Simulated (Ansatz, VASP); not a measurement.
# TiAl3 in VASP and in Ansatz

```xyz
4
Lattice="-1.9076 1.9076 4.2766 1.9076 -1.9076 4.2766 1.9076 1.9076 -4.2766" Properties=species:S:1:pos:R:3 pbc="T T T"
Ti   -0.0594    0.0000    0.0000
Al   -0.0587    0.0000    4.2766
Al    0.0820    1.9076    2.1383
Al    1.9896    0.0000    2.1383
```

Change from the starting cell: mode 4 frozen in at +0.000 Å and mode 5 at -0.082 Å (largest displacements).

Alike in both runs: task single point; functional PBEsol; k mesh 14 × 14 × 14; occupations gaussian, width 0.15 eV; no spin polarisation.

```csv
,VASP,Ansatz
version,VASP 6.6.1,Ansatz 0.2.0
potentials or method,"VASP PAW PBE potentials, release 64 (Ti_sv, Al), cutoff 520 eV","scalar-relativistic, plane waves, PAW"
valence electrons in the cell,21,21
```

```csv
,VASP,Ansatz,Ansatz less VASP
gap on the k mesh at the Fermi level (eV),none,none,-
pressure (GPa),0.5,0.4,-0.11
"traceless stress, the component that is largest in VASP (GPa)",-0.42,-0.43,-0.008
rms of the force components (eV/Å),0.250,0.249,-0.0010
```

VASP's potentials were made for PBE, not for PBEsol, and Ansatz warns of the same on its side. Atom by atom the forces differ by 0.001 eV/Å (rms over components). A gap of «none» marks a metal or a gap that the smearing closes. With one functional, cell and mesh, what is left measures potentials, basis and numerics.
